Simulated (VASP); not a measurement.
Wanted: the native input for a VASP 6.6.1 run.

| Item | Value |
| --- | --- |
| Task | single point |
| Functional | PBE |
| Potentials or basis | VASP PAW PBE potentials, release 64 (Sn_d) |
| Cutoff | 520 eV |
| k mesh | 11 × 11 × 11 |
| Occupations | fermi-dirac, width 0.1 eV |
| Spin | no spin polarisation |
| Dipole correction | no |
| Further INCAR settings | ALGO = Normal; EDIFF = 1e-06; NBANDS = 21 |

The structure of Sn lies in POSCAR:

```
Sn
1.0
    4.4259279227      0.0000000298      0.0000000829
   -3.2780564857      2.9737490905      0.0000000829
   -0.5739357958     -1.4868747605      4.1289997731
Sn
2
Direct
    0.0000000000      0.0000000000      0.0000000000
    0.7500000000      0.2500000000      0.5000000000
```

One way to write it, as run:

INCAR

```
PREC     = Accurate       # precision mode
ENCUT    = 520            # plane-wave cutoff, eV
EDIFF    = 1E-6           # SCF threshold, eV
ISMEAR   = -1             # smearing method
SIGMA    = 0.1            # smearing width, eV
LREAL    = F              # projectors in reciprocal space
LASPH    = T              # aspherical terms in the spheres
NELM     = 100            # most SCF steps
ALGO     = Normal         # electronic algorithm
ISIF     = 2              # what is computed and relaxed
LWAVE    = F              # write WAVECAR
LCHARG   = F              # write CHGCAR
GGA      = PE             # functional
NBANDS   = 21             # bands
```

KPOINTS

```
Automatic mesh
0
Gamma
  11 11 11
```

Potentials or basis: VASP PAW PBE potentials, release 64 (Sn_d).

Launch:

```sh
$ cat potpaw_PBE.64/Sn_d/POTCAR > POTCAR
$ mpirun -np 1 vasp_std > vasp.out
```

Results of the run:

The pressure is 2.4 GPa and the band gap on the k mesh is zero (band 14 reaches 9.40 eV, above the bottom of band 15 at 5.57 eV).

Caveat: spin-orbit coupling is left out, which moves the levels of the heavy elements.

Run time: 3 min on 1 thread of Intel Xeon 8259CL (shared host), peak memory 0.27 GiB.
